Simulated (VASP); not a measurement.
Runs of VASP 6.6.1 on ZrS2. The structure is that of space group P-3m1 (No. 164), or close to it. The cells are those of the table. 

| cell | gap on the mesh (eV) | pressure (GPa) | largest force (eV/Å) |
| --- | --- | --- | --- |
| a = 3.691, b = 3.691, c = 6.041 Å, angles 90.0, 90.0, 120.0°, 3 atoms | 0.95 | -4.5 | 0.29 |
| a = 3.616, b = 3.616, c = 5.918 Å, angles 90.0, 90.0, 120.0°, 3 atoms | 0.90 | (b) | 0.46 |
| a = 3.764, b = 3.764, c = 6.160 Å, angles 90.0, 90.0, 120.0°, 3 atoms | 0.97 | -8.6 | 0.89 |
| a = 3.728, b = 3.728, c = 6.101 Å, angles 90.0, 90.0, 120.0°, 3 atoms | 0.96 | (a) | 0.60 |
| a = 3.654, b = 3.654, c = 5.980 Å, angles 90.0, 90.0, 120.0°, 3 atoms | 0.93 | -1.8 | 0.06 |

Alike in all rows: task single point; level LDA; potentials or basis VASP PAW LDA potentials, release 64 (Zr_sv, S); no spin polarisation; k mesh 6 × 6 × 4; cutoff (eV) 500; smearing methfessel-paxton 0.01 eV.

Question: Fill in the values left out.

Answer: (a) -6.7; (b) 1.3.

Caveats: the cell stands under tension (at least some runs).

A k mesh can miss the band edges, and the runs leave out spin-orbit coupling on Zr.
